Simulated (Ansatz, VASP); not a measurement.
Pt in VASP and in Ansatz

The input INCAR:

```
SYSTEM = Pt
PREC = Accurate
ENCUT = 520
EDIFF = 1E-6
ISMEAR = 0
SIGMA = 0.1
LREAL = Auto
LASPH = .True.
NELM = 80
ALGO = Fast
ISIF = 2
LWAVE = .False.
LCHARG = .False.
GGA = PE
NBANDS = 94
```

File KPOINTS:

```
regular mesh
0
Gamma
  5 5 5
  0 0 0
```

The input POSCAR:

```
Pt
1.0
   -3.9702307194      3.9702307194     -3.9702307194
    3.9702307194     -3.9702307194     -3.9702307194
   -3.9702307194     -3.9702307194      3.9702307194
Pt
16
Direct
    0.2500000000      0.7500000000      0.0000000000
    0.0000000000      0.7500000000      0.2500000000
    0.7500000000      0.7500000000      0.5000000000
    0.5000000000      0.5000000000      0.0000000000
    0.5000000000      0.7500000000      0.7500000000
    0.2500000000      0.5000000000      0.2500000000
    0.0000000000      0.5000000000      0.5000000000
    0.7500000000      0.2500000000      0.0000000000
    0.7500000000      0.5000000000      0.7500000000
    0.5000000000      0.2500000000      0.2500000000
    0.2500000000      0.2500000000      0.5000000000
    0.0000000000      0.0000000000      0.0000000000
    0.0000000000      0.2500000000      0.7500000000
    0.7500000000      0.0000000000      0.2500000000
    0.5000000000      0.0000000000      0.5000000000
    0.2500000000      0.0000000000      0.7500000000
```

Input for Ansatz:

```yaml
crystal:
  lattice:
    - [-3.9702307194, 3.9702307194, -3.9702307194]
    - [3.9702307194, -3.9702307194, -3.9702307194]
    - [-3.9702307194, -3.9702307194, 3.9702307194]
  atoms:
    - { symbol: Pt, position: [0.25, 0.75, 0.0] }
    - { symbol: Pt, position: [0.0, 0.75, 0.25] }
    - { symbol: Pt, position: [0.75, 0.75, 0.5] }
    - { symbol: Pt, position: [0.5, 0.5, 0.0] }
    - { symbol: Pt, position: [0.5, 0.75, 0.75] }
    - { symbol: Pt, position: [0.25, 0.5, 0.25] }
    - { symbol: Pt, position: [0.0, 0.5, 0.5] }
    - { symbol: Pt, position: [0.75, 0.25, 0.0] }
    - { symbol: Pt, position: [0.75, 0.5, 0.75] }
    - { symbol: Pt, position: [0.5, 0.25, 0.25] }
    - { symbol: Pt, position: [0.25, 0.25, 0.5] }
    - { symbol: Pt, position: [0.0, 0.0, 0.0] }
    - { symbol: Pt, position: [0.0, 0.25, 0.75] }
    - { symbol: Pt, position: [0.75, 0.0, 0.25] }
    - { symbol: Pt, position: [0.5, 0.0, 0.5] }
    - { symbol: Pt, position: [0.25, 0.0, 0.75] }
basis:
  ecutwfc: 420
  xc_grid: 2
kpoints:
  mp_grid: { grid: [5, 5, 5], shift: [0.0, 0.0, 0.0] }
hamiltonian:
  xc: pbe
scf:
  occupations: { method: gaussian, width: 0.1 }
output:
  forces: true
  stress: true
  eigenvalues: true
```

Alike in both runs: task single point; functional PBE; k mesh 5 × 5 × 5; occupations gaussian, width 0.1 eV; no spin polarisation.

```csv
,VASP,Ansatz
version,VASP 6.6.1,Ansatz 0.2.0
potentials or method,"VASP PAW PBE potentials, release 64 (Pt), cutoff 520 eV","scalar-relativistic, plane waves, PAW"
valence electrons in the cell,160,288
```

```csv
,VASP,Ansatz,Ansatz less VASP
gap on the k mesh at the Fermi level (eV),none,none,-
pressure (GPa),-0.5,-0.1,+0.48
```

A gap of «none» marks a metal or a gap that the smearing closes. The functional is the same, so the differences come from potentials, cutoffs and numerics. VASP's potentials hold 160 valence electrons a cell and Ansatz's 288, so a difference there can come from the potentials and not from the codes.

Neither program's run includes spin-orbit coupling.
